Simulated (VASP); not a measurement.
A run of VASP 6.6.1:

The input INCAR:

```
SYSTEM = LiF
ALGO = Normal
EDIFF = 1E-7
ENCUT = 520
GGA = PE
ISIF = 2
ISMEAR = -1
LASPH = .TRUE.
LCHARG = .FALSE.
LREAL = .FALSE.
LWAVE = .FALSE.
NBANDS = 12
NELM = 100
PREC = Accurate
SIGMA = 0.02
```

The input KPOINTS:

```
k-points
0
G
  10 10 10
  0 0 0
```

Contents of POSCAR:

```
LiF
1.0
    0.0000000000      1.9549743028      1.9549743028
    1.9549743028      0.0000000000      1.9549743028
    1.9549743028      1.9549743028      0.0000000000
Li F
1 1
Direct
    0.0000000000      0.0000000000      0.0000000000
    0.5000000000      0.5000000000      0.5000000000
```

Potentials or basis: VASP PAW PBE potentials, release 64 (Li_sv, F).

Launch:

```sh
$ cat potpaw_PBE.64/Li_sv/POTCAR potpaw_PBE.64/F/POTCAR > POTCAR
$ mpirun -np 1 vasp_std > vasp.out
```

Hardware: 1 thread of AMD EPYC 9R45 96-Core Processor (Zen 5), with other jobs on the host.

Task: How long does it take, and how much memory?

Result: It took 6.5 s on 1 thread of AMD EPYC 9R45 96-Core Processor (Zen 5) (shared host), peak memory 0.1 GiB. Counts: scf iterations 13, k points 47.
